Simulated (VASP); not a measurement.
A run of VASP 6.6.1:

The input POSCAR:

```
Si9O16
1.0
   -0.2578880000      5.2562670000      5.8652090000
    5.1448570000     -0.0755360000      5.8652090000
    4.9010550000      5.3318030000      0.0000000000
Si O
9 16
Direct
    0.0697648131      0.0334199157      0.1963354463
    0.2310285411      0.5866064315      0.2597549472
    0.1995813486      0.9496530606      0.5988180991
    0.3408177255      0.2094098964      0.1420324461
    0.5898016966      0.5044304100      0.6696885577
    0.7262188191      0.0800440097      0.7560756072
    0.6952677230      0.4126041363      0.0574390460
    0.8607371828      0.6855504261      0.6477207218
    0.3626969414      0.8720587169      0.8228060682
    0.3569416659      0.6831576724      0.6760794235
    0.2434553502      0.4542861966      0.1346540071
    0.6389460007      0.3873942371      0.8914791925
    0.1825367066      0.2031443492      0.0730302759
    0.3433291586      0.0862207517      0.3952102214
    0.9581352770      0.0185392115      0.7718562632
    0.6534508882      0.3244170786      0.5670488629
    0.5603115406      0.0947546301      0.9855222193
    0.8322451997      0.1894575222      0.1838979955
    0.7729252533      0.9112432051      0.6516989026
    0.1154974101      0.9513358434      0.4087688309
    0.7431686996      0.6704041160      0.5247280393
    0.8096721091      0.5788888100      0.9067240776
    0.4756823961      0.5103523727      0.2308855552
    0.1431797552      0.8214576516      0.1103113905
    0.1168858129      0.5632945524      0.5279013452
```

Contents of INCAR.step1:

```
SYSTEM = Si9O16
PREC = Accurate ; ENCUT = 520
ISMEAR = -1 ; SIGMA = 0.05
LREAL = Auto ; LASPH = .TRUE.
NELM = 80 ; NBANDS = 84
GGA = PE ; ALGO = Normal
EDIFF = 1E-4 ; LWAVE = .TRUE.
LCHARG = .FALSE.
```

File INCAR.step2:

```
SYSTEM = Si9O16
PREC = Accurate ; ENCUT = 520
EDIFF = 1E-6 ; ISMEAR = -1
SIGMA = 0.05 ; LREAL = Auto
LASPH = .TRUE. ; NELM = 80
ALGO = Normal ; ISIF = 2
LWAVE = .FALSE. ; LCHARG = .FALSE.
METAGGA = R2SCAN ; LMIXTAU = .TRUE.
NBANDS = 84 ; ISTART = 1
```

Contents of KPOINTS:

```
regular mesh
0
G
  2 2 2
  0 0 0
```

Potentials or basis: VASP PAW PBE potentials, release 64 (Si, O).

Run with:

```console
$ cat potpaw_PBE.64/Si/POTCAR potpaw_PBE.64/O/POTCAR > POTCAR
$ cp INCAR.step1 INCAR
$ mpirun -np 1 vasp_std > vasp.out
$ cp INCAR.step2 INCAR
$ mpirun -np 1 vasp_std > vasp.out
```

Hardware: 1 thread of AMD EPYC 9R45 96-Core Processor (Zen 5) (shared host).

**Question.** Estimate the wall time of this run.

**Answer.** Run time: 11 min on 1 thread of AMD EPYC 9R45 96-Core Processor (Zen 5), with other jobs on the host, peak memory 0.51 GiB. Counts: k points 8.
